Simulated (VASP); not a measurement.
# P (Pm-3m) in VASP: notebook, part 2 of 2

VASP 6.6.1.

## (4) Relaxation of shape and atoms at fixed volume, PBEsol+D3(BJ) (12.43 Å³/atom)

This run uses another cell than the first one, of 12.43 Å³/atom.

Contents of INCAR:

```
SYSTEM = P
  ALGO = Normal
  EDIFF = 1E-7
  EDIFFG = -0.01
  ENCUT = 600
  GGA = PS
  IBRION = 2
  ISIF = 4
  ISMEAR = 0
  IVDW = 12
  LASPH = .True.
  LCHARG = .False.
  LREAL = .False.
  LWAVE = .False.
  NELM = 100
  NSW = 50
  PREC = Accurate
  SIGMA = 0.1
```

Contents of KPOINTS:

```
k-points
0
Gamma
  18 18 18
  0 0 0
```

Contents of POSCAR:

```
P
1.0
    2.3165004881      0.0000000000      0.0000000000
    0.0000000000      2.3165004881      0.0000000000
    0.0000000000      0.0000000000      2.3166628898
P
1
Direct
    0.0000000000      0.0000000000      0.0000000000
```

Potentials or basis: VASP PAW PBE potentials, release 64 (P).

The run is started by

```bash
> cat potpaw_PBE.64/P/POTCAR > POTCAR
> mpirun -np 1 vasp_std > vasp.out
```

OUTCAR:

```text
SYSTEM = P
   EDIFF = 1E-7
   EDIFFG = -0.01
   ENCUT = 600
   GGA = PS
   IBRION = 2
   ISIF = 4
   ISMEAR = 0
   IVDW = 12
   LASPH = .True.
   LREAL = .False.
   NELM = 100
   NSW = 50
   PREC = Accurate
 IVDW          = 12

 ion  position               nearest neighbor table
   1  0.000  0.000  0.000-

  LATTYP: Found a simple tetragonal cell.
 ALAT       =     2.3165004881
 C/A-ratio  =     1.0000701065

  Lattice vectors:

 A1 = (   2.3165004881,   0.0000000000,   0.0000000000)
 A2 = (   0.0000000000,   2.3165004881,   0.0000000000)
 A3 = (   0.0000000000,   0.0000000000,   2.3166628898)

Analysis of symmetry for initial positions (statically):
=====================================================================
 Subroutine PRICEL returns:
 Original cell was already a primitive cell.

 Routine SETGRP: Setting up the symmetry group for a
 simple tetragonal supercell.

 Subroutine GETGRP returns: Found 16 space group operations
 (whereof 16 operations were pure point group operations)
 out of a pool of 16 trial point group operations.

The static configuration has the point symmetry D_4h.

Analysis of symmetry for dynamics (positions and initial velocities):
=====================================================================
 Subroutine PRICEL returns:
 Original cell was already a primitive cell.

 Routine SETGRP: Setting up the symmetry group for a
 simple tetragonal supercell.

 Subroutine GETGRP returns: Found 16 space group operations
 (whereof 16 operations were pure point group operations)
 out of a pool of 16 trial point group operations.

The dynamic configuration has the point symmetry D_4h.

 Subroutine INISYM returns: Found 16 space group operations
 (whereof 16 operations are pure point group operations),
 and found     1 'primitive' translations

[... 111 lines left out ...]
     AMIX     =   0.40;   BMIX     =  1.00
     AMIX_MAG =   1.60;   BMIX_MAG =  1.00
  volume/ion in A,a.u.               =      12.43        83.89
  Fermi-wavevector in a.u.,A,eV,Ry     =   1.208432  2.283606 19.868702  1.460308
  Thomas-Fermi vector in A             =   2.344040
   LORBIT       =      0    0 simple, 1 ext, 2 COOP (PROOUT), +10 PAW based schemes
   GGA     = PS    functional components
   LHFCALC =     F    Hartree Fock is set to
   AEXX    =    0.0000 exact exchange contribution
   IVDW    =    12    specifies the selected vdW correction
   LEPSILON=     F    determine dielectric tensor
   LRPA    =     F    only Hartree local field effects (RPA)
 conjugate gradient relaxation of ions
 non-spin polarized calculation
 Gauss-broadening in eV      SIGMA  =   0.10
  energy-cutoff  :      600.00
  volume of cell :       12.43
 maximum number of plane-waves:       437
 NGX is ok and might be reduce to    20
   NGX =  9   NGY =  9   NGZ =  9

 number of electron       5.0000000 magnetization

 Free energy of the ion-electron system (eV)
  ---------------------------------------------------
  ext. energy  EPLUGINS =         0.00000000
  ---------------------------------------------------
  free energy    TOTEN  =        -5.65653894 eV

  energy without entropy =       -5.65504412  energy(sigma->0) =       -5.65579153

 E-fermi :  11.9126     XC(G=0): -12.0718

 val. band max:       11.9121842631   @ k =   0.5000   0.5000   0.0556
 cond. band min:      11.9199450028   @ k =   0.4444   0.1667   0.2778
 fundamental gap:      0.0077607397
 Fermi energy:        11.9125934643

 k-point     1 :       0.0000    0.0000    0.0000
  band No.  band energies     occupation
      1      -6.2431      2.00000
      2      17.9094      0.00000
      3      17.9128      0.00000
      4      17.9128      0.00000
      5      18.5934      0.00000
      6      18.5944      0.00000
[... 199 lines left out ...]
 k-point    24 :       0.3333    0.1111    0.0000
  band No.  band energies     occupation
      1      -3.1216      2.00000
      2       5.8321      2.00000
      3      16.1995      0.00000
      4      20.3314      0.00000
      5      23.1823      0.00000
      6      26.2988      0.00000

 [... further k-points ...]

------------------------ aborting loop because EDIFF is reached ----------------------------------------

 Edisp (eV)   -0.45738

 E8    (eV) :    -0.2716

  FORCE on cell =-STRESS in cart. coord.  units (eV):
  Direction    XX          YY          ZZ          XY          YZ          ZX
  --------------------------------------------------------------------------------------
  -------------------------------------------------------------------------------------
  Total       1.26860     1.26860     1.26631     0.00000     0.00000     0.00000
  in kB     163.49665   163.49665   163.20164     0.00000     0.00000     0.00000
  external pressure =      163.40 kB  Pullay stress =        0.00 kB

 VOLUME and BASIS-vectors are now :
 -----------------------------------------------------------------------------
  energy-cutoff  :      600.00
  volume of cell :       12.43
      direct lattice vectors                 reciprocal lattice vectors
     2.316500488  0.000000000  0.000000000     0.431685642  0.000000000  0.000000000
     0.000000000  2.316500488  0.000000000     0.000000000  0.431685642  0.000000000
     0.000000000  0.000000000  2.316662890     0.000000000  0.000000000  0.431655380

 POSITION                                       TOTAL-FORCE (eV/Angst)
 -----------------------------------------------------------------------------------
      0.00000      0.00000      0.00000         0.000000      0.000000      0.000000
 -----------------------------------------------------------------------------------
    total drift:                               -0.000000     -0.000000      0.000000

  FREE ENERGIE OF THE ION-ELECTRON SYSTEM (eV)
  ---------------------------------------------------
  free  energy   TOTEN  =        -6.1139170949 eV

  energy  without entropy=       -6.1124222780  energy(sigma->0) =       -6.11316969

 reached required accuracy - stopping structural energy minimisation
```

OSZICAR:

```text
N       E                     dE             d eps       ncg     rms          rms(c)
DAV:   1     0.318749076466E+01    0.31875E+01   -0.24288E+03  6846   0.695E+02
DAV:   2    -0.556160341279E+01   -0.87491E+01   -0.82939E+01  9426   0.755E+01
DAV:   3    -0.567793251969E+01   -0.11633E+00   -0.11497E+00  8226   0.966E+00
DAV:   4    -0.567822346891E+01   -0.29095E-03   -0.29095E-03 10206   0.433E-01
DAV:   5    -0.567822388337E+01   -0.41446E-06   -0.41391E-06  8460   0.806E-03    0.601E+00
DAV:   6    -0.566413894814E+01    0.14085E-01   -0.24433E-03  8676   0.385E-01    0.358E+00
DAV:   7    -0.565652666394E+01    0.76123E-02   -0.43993E-03  8112   0.577E-01    0.792E-02
DAV:   8    -0.565653658012E+01   -0.99162E-05   -0.57902E-05  8796   0.836E-02    0.249E-02
DAV:   9    -0.565653879414E+01   -0.22140E-05   -0.47371E-06  8772   0.205E-02    0.508E-03
DAV:  10    -0.565653901442E+01   -0.22029E-06   -0.66775E-07  8550   0.587E-03    0.141E-03
DAV:  11    -0.565653894181E+01    0.72614E-07   -0.16080E-08  5112   0.106E-03
   1 F= -.61139171E+01 E0= -.61131697E+01  d E =-.611392E+01
```

Run time: 14 s. Hardware: 1 thread of Intel Xeon 6975P-C (Granite Rapids), shared host; peak memory 0.16 GiB.

Results:

```yaml
Free_energy: -6.1139 eV
Pressure_after_relaxing: 16.3 GPa
Band_gap_on_the_k_mesh: zero (an odd number of electrons rules out a gap without spin polarisation)
Dispersion_energy_per_atom: -0.457 eV
```

Final structure:
```
P
1.0
     2.31650    0.00000    0.00000
     0.00000    2.31650    0.00000
     0.00000    0.00000    2.31666
P
1
Direct
  0.00000 0.00000 0.00000
```

Caveat: the relaxation stopped at its first step, so nothing moved; the PAW data sets were made with another functional, which shifts forces and pressure a little.

## (5) Relaxation of shape and atoms at fixed volume, PBEsol+D3(BJ) (12.84 Å³/atom)

This run uses another cell than the first one, of 12.84 Å³/atom.

Contents of INCAR:

```
ALGO = Normal
EDIFF = 1E-7
EDIFFG = -0.01
ENCUT = 600
GGA = PS
IBRION = 2
ISIF = 4
ISMEAR = 0
IVDW = 12
LASPH = T
LCHARG = F
LREAL = F
LWAVE = F
NELM = 80
NSW = 50
PREC = Accurate
SIGMA = 0.1
```

Contents of KPOINTS:

```
k-points
0
Gamma
  18 18 18
```

Contents of POSCAR:

```
P
1.0
    2.3416818140      0.0000000000      0.0000000000
    0.0000000000      2.3416818140      0.0000000000
    0.0000000000      0.0000000000      2.3418459811
P
1
Direct
    0.0000000000      0.0000000000      0.0000000000
```

The run is started by

```bash
> cat potpaw_PBE.64/P/POTCAR > POTCAR
> mpirun -np 1 vasp_std > vasp.out
```

Wall time 14 s (1 thread of Intel Xeon 6975P-C (Granite Rapids), shared host); peak memory 0.16 GiB.

The run converged. Its results:

| Quantity | Value |
| --- | --- |
| Free energy | -6.1476 eV |
| Pressure after relaxing | 10.1 GPa |
| Band gap on the k mesh | zero (an odd number of electrons rules out a gap without spin polarisation) |
| Dispersion energy per atom | -0.442 eV |

Final structure:
```yaml
crystal:
  lattice:
    - [2.34168, 0.00000, 0.00000]
    - [0.00000, 2.34168, 0.00000]
    - [0.00000, 0.00000, 2.34185]
  atoms:
    - { symbol: P, position: [0.00000, 0.00000, 0.00000] }
```

Levels at points of the mesh, in eV from the Fermi level:
```csv
k point,band 1,band 2,band 3,band 4,band 5,band 6
"(0.00, 0.00, 0.00)",-17.79,5.80,5.80,5.80,6.73,6.73
"(0.50, 0.00, 0.00)",-12.76,-9.77,9.20,9.21,9.62,14.98
"(0.50, 0.50, 0.00)",-7.23,-5.84,-5.84,0.15,12.40,17.86
"(0.00, 0.00, 0.50)",-12.76,-9.77,9.20,9.20,9.62,14.99
"(0.50, 0.00, 0.50)",-7.23,-5.84,-5.84,0.15,12.40,17.86
"(0.50, 0.50, 0.50)",-2.23,-2.23,-2.23,0.01,4.27,4.27
```

Caveat: the relaxation stopped at its first step, so nothing moved; the PAW data sets were made with another functional, which shifts forces and pressure a little.

## (6) Overview

| task | cell | cutoff (eV) | gap on the mesh (eV) | pressure (GPa) |
| --- | --- | --- | --- | --- |
| single point | a = 2.468 Å, 1 atom | 520 | none | -10.2 |
| relaxation of shape and atoms at fixed volume | relaxed from a = 2.291 Å, 1 atom | 600 | none | 23.7 |
| relaxation of shape and atoms at fixed volume | relaxed from a = 2.317 Å, 1 atom | 600 | none | 16.3 |
| relaxation of shape and atoms at fixed volume | relaxed from a = 2.342 Å, 1 atom | 600 | none | 10.1 |

Alike in all rows: level PBEsol+D3(BJ); potentials or basis VASP PAW PBE potentials, release 64 (P); no spin polarisation; k mesh 18 × 18 × 18; smearing gaussian 0.1 eV.

Caveats: the PAW data sets were made with another functional, which shifts forces and pressure a little; the relaxation stopped at its first step, so nothing moved (at least some runs); the cell stands under tension (at least some runs).

Absolute energies hang on the potentials; compare differences alone.
